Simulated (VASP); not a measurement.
The system is Zr3S2.

```xyz
5
Lattice="3.4500 0.0000 0.0000 -1.7250 2.9878 0.0000 0.0000 0.0000 9.0700" Properties=species:S:1:pos:R:3 pbc="T T T"
Zr    0.0000    0.0000    0.0000
Zr    1.7251    0.9960    3.2199
Zr   -0.0001    1.9918    5.8502
S     1.7250    0.9959    7.5735
S     0.0000    1.9919    1.4966
```

This cell differs from its parent crystal: atoms taken out.

- Program: VASP 6.6.1
- Task: relaxation of cell and atoms
- Functional: PBE
- Potentials or basis: VASP PAW PBE potentials, release 64 (Zr_sv, S)
- Cutoff: 600 eV
- k mesh: 5 × 5 × 2
- Occupations: gaussian, width 0.2 eV
- Spin: no spin polarisation

At the start: pressure 6.8 GPa; volume 18.70 Å³/atom.

Where does the relaxation end?

Over 11 steps the energy falls by 73.3 meV/atom and the volume is 19.44 Å³/atom (+3.9 %); space group P-3m1 (No. 164, to 0.1 Å) before and after.

Step by step:
```
step  energy change (eV)  largest force (eV/Å)  pressure (GPa)  volume (Å³)
   1              0.0000                1.9730            6.85        93.49
   2             -0.1262                0.2754           -7.77       104.72
   3             -0.2374                0.8520           -2.68        99.86
   4             -0.3396                0.2472           -0.64        97.65
   5             -0.3514                0.0746            0.53        96.62
   6             -0.3596                0.1327           -0.27        97.19
   7             -0.3604                0.1563           -0.57        97.42
   8             -0.3644                0.1081            0.37        96.68
   9             -0.3644                0.1058            0.33        96.73
  10             -0.3664                0.0840           -0.02        97.04
  11             -0.3667                0.0736           -0.17        97.18
```

Final structure:
```
Zr S
1.0
     3.58119    0.00017    0.00003
    -1.79044    3.10140   -0.00005
     0.00006   -0.00012    8.74904
Zr S
3 2
Direct
  0.00000 0.00000 0.00000
  0.66669 0.33335 0.35316
  0.33331 0.66665 0.64684
  0.66665 0.33332 0.82085
  0.33335 0.66668 0.17915
```

Caveat: the k points lie up to 0.41 Å⁻¹ apart in the final cell, too coarse for converged energies and pressures of a metal; the cell differs from its parent crystal (atoms taken out); the relaxation stopped at a loose force limit of 0.08 eV/Å, so its end isn't a converged minimum.
